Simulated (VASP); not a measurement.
# BaTiO3 (P4mm) in VASP: notebook, part 2 of 2

VASP 6.6.1. The steps go on from the part before.

### 5 Single point, r2SCAN (equal strain along all axes, cell held: +3.0 %, then relaxed in part)

POSCAR

```
BaTiO3
1.0
    4.0919344819      0.0000000000      0.0000000000
    0.0000000000      4.0919344819      0.0000000000
    0.0000000000      0.0000000000      4.2347528055
Ba Ti O
1 1 3
Direct
    0.5000000000      0.5000000000      0.5945268445
    0.0000000000      0.0000000000      0.1110922325
    0.0000000000      0.5000000000      0.0610956585
    0.5000000000      0.0000000000      0.0610956585
    0.0000000000      0.0000000000      0.5321865960
```

INCAR.step1

```
PREC = Accurate ; ENCUT = 520
ISMEAR = 0 ; SIGMA = 0.02
LREAL = F ; LASPH = T
NELM = 100 ; NBANDS = 28
GGA = PE ; ALGO = Normal
EDIFF = 1E-4 ; LWAVE = T
LCHARG = F
```

INCAR.step2

```
PREC = Accurate ; ENCUT = 520
EDIFF = 1E-6 ; ISMEAR = 0
SIGMA = 0.02 ; LREAL = F
LASPH = T ; NELM = 100
ALGO = Normal ; ISIF = 2
LWAVE = F ; LCHARG = F
METAGGA = R2SCAN ; LMIXTAU = T
NBANDS = 28 ; ISTART = 1
```

KPOINTS

```
regular mesh
0
Gamma
  8 8 8
```

Command:

```console
> cat potpaw_PBE.64/Ba_sv/POTCAR potpaw_PBE.64/Ti_sv/POTCAR potpaw_PBE.64/O/POTCAR > POTCAR
> cp INCAR.step1 INCAR
> mpirun -np 1 vasp_std > vasp.out
> cp INCAR.step2 INCAR
> mpirun -np 1 vasp_std > vasp.out
```

Wall time 11 min (1 thread of Intel Xeon 8259CL, shared host); peak memory 0.28 GiB.

It converged, with:

```
Free energy            : -74.1008 eV
Pressure               : -8.7 GPa
Largest force          : 0.232 eV/Å
Band gap on the k mesh : 2.09 eV (least direct gap 2.65 eV)
```

Forces in eV/Å, atoms in the order of the input:
```
Ba   0.000  0.000 -0.039
Ti   0.000  0.000 -0.232
O    0.000  0.000  0.025
O    0.000  0.000  0.025
O    0.000  0.000  0.221
```

Stress tensor (GPa, compression positive):
```
-10.57   0.00   0.00
  0.00 -10.57   0.00
  0.00   0.00  -4.96
```

Levels at points of the mesh, in eV from the valence-band top:
```tsv
k point	band 17	band 18	band 19	band 20	band 21	band 22	band 23	band 24
(0.00, 0.00, 0.00)	-1.21	-1.04	-0.56	-0.56	2.09	2.81	2.81	3.89
(0.50, 0.00, 0.00)	-1.78	-1.65	-1.54	-1.46	2.84	3.50	3.65	4.20
(0.50, 0.50, 0.00)	-2.21	-1.30	-1.30	-0.06	3.70	3.70	3.96	4.24
(0.00, 0.00, 0.50)	-1.94	-1.84	-0.74	-0.74	2.20	3.72	3.72	3.89
(0.50, 0.00, 0.50)	-1.91	-1.13	-1.04	-0.53	3.55	3.73	3.90	4.66
(0.50, 0.50, 0.50)	-2.60	-0.47	-0.47	0.00	4.09	4.11	4.11	6.16
```

Caveat: the cell differs from its parent crystal (equal strain along all axes, cell held: +3.0 %, then relaxed in part); the cell stands under tension; the PAW data sets were made with another functional, which shifts forces and pressure a little; spin-orbit coupling is left out, which moves the levels of the heavy elements.

### 6 Single point, r2SCAN (equal strain along all axes, cell held: +4.5 %, then relaxed in part)

POSCAR

```
BaTiO3
1.0
    4.1515257608      0.0000000000      0.0000000000
    0.0000000000      4.1515257608      0.0000000000
    0.0000000000      0.0000000000      4.2964239628
Ba Ti O
1 1 3
Direct
    0.5000000000      0.5000000000      0.6021585582
    0.0000000000      0.0000000000      0.1139718491
    0.0000000000      0.5000000000      0.0593541798
    0.5000000000      0.0000000000      0.0593541798
    0.0000000000      0.0000000000      0.5251582231
```

INCAR.step1

```
SYSTEM = BaTiO3
PREC = Accurate ; ENCUT = 520
ISMEAR = 0 ; SIGMA = 0.02
LREAL = .FALSE. ; LASPH = .TRUE.
NELM = 60 ; NBANDS = 28
GGA = PE ; ALGO = Normal
EDIFF = 1E-4 ; LWAVE = .TRUE.
LCHARG = .FALSE.
```

INCAR.step2

```
SYSTEM = BaTiO3
PREC = Accurate ; ENCUT = 520
EDIFF = 1E-7 ; ISMEAR = 0
SIGMA = 0.02 ; LREAL = .FALSE.
LASPH = .TRUE. ; NELM = 60
ALGO = Normal ; ISIF = 2
LWAVE = .FALSE. ; LCHARG = .TRUE.
METAGGA = R2SCAN ; LMIXTAU = .TRUE.
LELF = .TRUE. ; LVHAR = .TRUE.
NBANDS = 28 ; ISTART = 1
```

KPOINTS

```
Automatic mesh
0
G
  8 8 8
  0 0 0
```

Potentials or basis: VASP PAW PBE potentials, release 64 (Ba_sv, Ti_sv, O).

Command:

```console
> cat potpaw_PBE.64/Ba_sv/POTCAR potpaw_PBE.64/Ti_sv/POTCAR potpaw_PBE.64/O/POTCAR > POTCAR
> cp INCAR.step1 INCAR
> mpirun -np 1 vasp_std > vasp.out
> cp INCAR.step2 INCAR
> mpirun -np 1 vasp_std > vasp.out
```

It took 7.8 min on 1 thread of Intel Xeon 8259CL, shared host; peak memory 0.3 GiB.

It converged, with:

| Item | Value |
| --- | --- |
| Free energy | -73.8851 eV |
| Pressure | -12.2 GPa |
| Largest force | 0.251 eV/Å |
| Band gap on the k mesh | 2.04 eV (least direct gap 2.59 eV) |

Forces on the atoms (eV/Å):
```
Ba   0.000  0.000 -0.056
Ti   0.000  0.000 -0.250
O    0.000  0.000  0.028
O    0.000  0.000  0.028
O    0.000  0.000  0.251
```

Stress tensor (GPa, compression positive):
```
-14.77   0.00   0.00
  0.00 -14.77   0.00
  0.00   0.00  -7.05
```

Levels at points of the mesh, in eV from the valence-band top:
```csv
k point,band 17,band 18,band 19,band 20,band 21,band 22,band 23,band 24
"(0.00, 0.00, 0.00)",-1.16,-1.16,-0.55,-0.55,2.04,2.87,2.87,3.68
"(0.50, 0.00, 0.00)",-1.72,-1.69,-1.53,-1.45,2.87,3.33,3.52,4.11
"(0.50, 0.50, 0.00)",-2.30,-1.31,-1.31,-0.06,3.57,3.57,3.78,4.03
"(0.00, 0.00, 0.50)",-1.89,-1.74,-0.72,-0.72,2.14,3.66,3.66,3.69
"(0.50, 0.00, 0.50)",-1.90,-1.13,-1.03,-0.56,3.38,3.66,3.76,4.41
"(0.50, 0.50, 0.50)",-2.53,-0.51,-0.51,0.00,3.88,3.95,3.95,5.88
```

Caveat: the cell differs from its parent crystal (equal strain along all axes, cell held: +4.5 %, then relaxed in part); the cell stands under tension; the PAW data sets were made with another functional, which shifts forces and pressure a little; spin-orbit coupling is left out, which moves the levels of the heavy elements. A k mesh can miss the band edges.

### 7 Summary

```tsv
cell	gap on the mesh (eV)	pressure (GPa)	largest force (eV/Å)
a = 3.973, b = 3.973, c = 4.111 Å, 5 atoms, atomic positions A	2.21	1.9	0.17
a = 4.032, b = 4.032, c = 4.173 Å, 5 atoms, atomic positions B	2.15	-4.1	0.20
a = 4.092, b = 4.092, c = 4.235 Å, 5 atoms, atomic positions C	2.09	-8.7	0.23
a = 4.152, b = 4.152, c = 4.296 Å, 5 atoms, atomic positions D	2.04	-12.2	0.25
```

Alike in all rows: task single point; level r2SCAN; potentials or basis VASP PAW PBE potentials, release 64 (Ba_sv, Ti_sv, O); no spin polarisation; k mesh 8 × 8 × 8; cutoff (eV) 520; smearing gaussian 0.02 eV.

Caveats: the PAW data sets were made with another functional, which shifts forces and pressure a little; spin-orbit coupling is left out, which moves the levels of the heavy elements; the cell stands under tension (at least some runs).

Total energies depend on the potentials used, so only differences within one code and one set of settings carry meaning.
